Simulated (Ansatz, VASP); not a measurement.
Given: the input of a run of Ansatz 0.2.0 on PbSe.

The input input.yaml:

```yaml
crystal:
  lattice:
    - [4.3852589327, 0.0, 0.0]
    - [-0.0102418205, 4.3852469728, 0.0]
    - [-2.187508556, -2.1926234864, 11.920254298]
  atoms:
    - { symbol: Pb, position: [0.80684, 0.807304, 0.618443] }
    - { symbol: Pb, position: [0.185454, 0.19981, 0.382376] }
    - { symbol: Se, position: [0.287332, 0.323146, 0.623194] }
    - { symbol: Se, position: [0.684266, 0.699895, 0.377965] }
kpoints:
  mp_grid: { grid: [6, 6, 3] }
scf:
  occupations: { method: fermi_dirac, width: 0.05 }
hamiltonian:
  xc: pbe
  pseudopotentials: { kind: all_electron, lapw: { basis_error: 0.001 } }
output:
  forces: true
  stress: true
  eigenvalues: true
```

Potentials or basis: all-electron LAPW, scalar-relativistic.

Launch:

```sh
$ ansatz run input.yaml --threads 2 --pin off --max-ram 6144MiB --backend cpu --events-out ev --progress --plain --runs-dir out
```

Question: Set up the same calculation for VASP 6.6.1. Potentials there: VASP PAW PBE potentials, release 64 (Pb_d, Se).

Answer: As run (the cutoff follows the program's own potentials):

File INCAR:

```
SYSTEM = PbSe
  PREC = Accurate
  ENCUT = 520
  EDIFF = 1E-6
  ISMEAR = -1
  SIGMA = 0.05
  LREAL = .False.
  LASPH = .True.
  NELM = 60
  ALGO = Normal
  ISIF = 2
  LWAVE = .False.
  LCHARG = .False.
  GGA = PE
  NBANDS = 28
```

Contents of KPOINTS:

```
Automatic mesh
0
Gamma
  6 6 3
  0 0 0
```

File POSCAR:

```
PbSe
1.0
    4.3852589327      0.0000000000      0.0000000000
   -0.0102418205      4.3852469728      0.0000000000
   -2.1875085560     -2.1926234864     11.9202542980
Pb Se
2 2
Direct
    0.8068400000      0.8073040000      0.6184430000
    0.1854540000      0.1998100000      0.3823760000
    0.2873320000      0.3231460000      0.6231940000
    0.6842660000      0.6998950000      0.3779650000
```

Potentials or basis: VASP PAW PBE potentials, release 64 (Pb_d, Se).

Launch:

```bash
$ cat potpaw_PBE.64/Pb_d/POTCAR potpaw_PBE.64/Se/POTCAR > POTCAR
$ mpirun -np 1 vasp_std > vasp.out
```

Both were run:

|  | VASP | Ansatz | Ansatz less VASP |
| --- | --- | --- | --- |
| gap on the k mesh at the Fermi level (eV) | 1.56 | 1.56 | -0.001 |
| least direct gap on the mesh (eV) | 1.56 | 1.56 | -0.001 |
| rms of the force components (eV/Å) | 0.082 | 0.085 | +0.0029 |

Atom by atom the forces differ by 0.004 eV/Å (rms over components). Ansatz ran all-electron here, and VASP with PAW potentials.

Spin-orbit coupling is off throughout.
